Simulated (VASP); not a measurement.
Wanted: the native input for a VASP 6.6.1 run.

- Task: single point
- Functional: LDA
- Potentials or basis: VASP PAW LDA potentials, release 64 (Si, Al)
- Cutoff: 520 eV
- k mesh: 2 × 2 × 2
- Occupations: gaussian, width 0.05 eV
- Spin: collinear spin, zero start
- Starting moments: [0.0, 0.0, 0.0, 0.0, 0.0, 0.0, 0.0, 0.0, 0.0, 0.0, 0.0, 0.0, 0.0, 0.0, 0.0, 0.0, 0.0] μB
- Dipole correction: no
- Further INCAR settings: LREAL = Auto; ALGO = Normal; EDIFF = 1e-06; NBANDS = 52

The structure of AlSi16 (a cell with a defect) lies in POSCAR:

```
AlSi16
1.0
    0.0000000000      5.4300000000      5.4300000000
    5.4300000000      0.0000000000      5.4300000000
    5.4300000000      5.4300000000      0.0000000000
Si Al
16 1
Direct
   -0.0252925414      0.0079770718      0.0085417127
    0.1185341621      0.1173479742      0.1173284530
    0.0027282689     -0.0076207182      0.5024059853
    0.1185409761      0.1174105893      0.6466435543
    0.0028389503      0.5022501842     -0.0075739411
    0.1186745856      0.6460773481      0.1176180479
    0.0028653775      0.5022602210      0.5024154696
    0.1443790976      0.6184912523      0.6185466851
    0.4973030387     -0.0009593923     -0.0016956722
    0.6108448435      0.1302089319      0.1295908840
    0.4972995396     -0.0009291897      0.5055560773
    0.6282101289      0.1244523020      0.6237839779
    0.4973217311      0.5061042357     -0.0015821363
    0.6283162063      0.6245219153      0.1235390424
    0.5153480663      0.4955808471      0.4946889503
    0.6283370166      0.6245500921      0.6238826888
    1.2175438306      0.2603116022      0.2609491713
```

These files were run (other wordings do the same):

INCAR

```
PREC = Accurate ; ENCUT = 520
EDIFF = 1E-6 ; ISMEAR = 0
SIGMA = 0.05 ; LREAL = Auto
LASPH = T ; NELM = 150
ALGO = Normal ; ISIF = 2
LWAVE = F ; LCHARG = F
ISPIN = 2 ; MAGMOM = 0 0 0 0 0 0 0 0 0 0 0 0 0 0 0 0 0
LORBIT = 11 ; GGA = CA
NBANDS = 52
```

KPOINTS

```
regular mesh
0
Gamma
  2 2 2
```

Potentials or basis: VASP PAW LDA potentials, release 64 (Si, Al).

Run with:

```bash
$ cat potpaw_LDA.64/Si/POTCAR potpaw_LDA.64/Al/POTCAR > POTCAR
$ mpirun -np 1 vasp_std > vasp.out
```

Results of the run:

```json
{
 "Pressure": "1.7 GPa",
 "Largest force": "0.221 eV/Å",
 "Net moment": "0.00 μB per cell",
 "Valence electrons inside the program's atomic spheres": "Si 1.76, 1.72, 1.68, 1.71, 1.69, 1.73 (each value once); Al 0.86"
}
```

Caveat: the k points lie up to 0.50 Å⁻¹ apart; no moment was typed at the start, so none could form.

Wall time 5.8 min on 1 thread of AMD EPYC 9R45 96-Core Processor (Zen 5) (shared host), peak memory 0.44 GiB.
